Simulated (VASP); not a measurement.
Re, 1 atom in the cell. Symmetry: Im-3m, No. 229, cubic system. The conventional cell has a = 3.084 Å, b = 3.084 Å, c = 3.084 Å, α = 90.00°, β = 90.00°, γ = 90.00°. Within 3.5 Å of Re (site symmetry m-3m) lie 14 Re at 2.67 to 3.08 Å. 

```yaml
Program: VASP 6.6.1
Task: single point
Functional: PBEsol
Potentials_or_basis: VASP PAW PBE potentials, release 64 (Re)
Cutoff: 520 eV
k_mesh: 10 × 10 × 10
Occupations: gaussian, width 0.1 eV
Spin: no spin polarisation
Dipole_correction: no
Further_INCAR_settings: ALGO = Normal; EDIFF = 1e-06; NBANDS = 10
```

Potentials or basis: VASP PAW PBE potentials, release 64 (Re).

Run with:

```console
$ cat potpaw_PBE.64/Re/POTCAR > POTCAR
$ mpirun -np 1 vasp_std > vasp.out
```

Hardware: 1 thread of AMD EPYC 9R45 96-Core Processor (Zen 5), with other jobs on the host.

Task: How long does it take, and how much memory?

Result: Run time: 4 s on 1 thread of AMD EPYC 9R45 96-Core Processor (Zen 5), on a shared host, peak memory 0.1 GiB. Counts: scf iterations 11, k points 47.
